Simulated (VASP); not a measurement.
Wanted: the native input for a VASP 6.6.1 run.

```yaml
Task: single point
Functional: PBE
Potentials_or_basis: VASP PAW PBE potentials, release 64 (Cd, Se)
Cutoff: 520 eV
k_mesh: 12 × 12 × 6
Occupations: gaussian, width 0.1 eV
Spin: no spin polarisation
Dipole_correction: no
Further_INCAR_settings: ALGO = Normal; EDIFF = 1e-06; NBANDS = 26
```

The structure of CdSe lies in POSCAR:

```
CdSe
1.0
    4.0942907392      0.0000000000      0.0000000000
    0.0000000000      4.0942907392      0.0000000000
    0.0000000000      0.0000000000      7.3563012822
Cd Se
2 2
Direct
    0.0000000000      0.5000000000      0.0000000000
    0.5000000000      0.0000000000      0.5000000000
    0.5000000000      0.5000000000      0.2500000000
    0.5000000000      0.5000000000      0.7500000000
```

These files were run (other wordings do the same):

INCAR

```
SYSTEM = CdSe
ALGO = Normal
EDIFF = 1E-6
ENCUT = 520
GGA = PE
ISIF = 2
ISMEAR = 0
LASPH = .True.
LCHARG = .True.
LELF = .True.
LREAL = .False.
LVHAR = .True.
LWAVE = .False.
NBANDS = 26
NELM = 80
PREC = Accurate
SIGMA = 0.1
```

KPOINTS

```
k-points
0
Gamma
  12 12 6
  0 0 0
```

Potentials or basis: VASP PAW PBE potentials, release 64 (Cd, Se).

The run is started by

```bash
$ cat potpaw_PBE.64/Cd/POTCAR potpaw_PBE.64/Se/POTCAR > POTCAR
$ mpirun -np 1 vasp_std > vasp.out
```

Results of the run:

The pressure is 0.2 GPa and the band gap on the k mesh is zero (band 18 reaches 1.56 eV, above the bottom of band 19 at 0.90 eV).

Wall time 2.5 min on 1 thread of AMD EPYC 9R45 96-Core Processor (Zen 5) (shared host), peak memory 0.4 GiB.
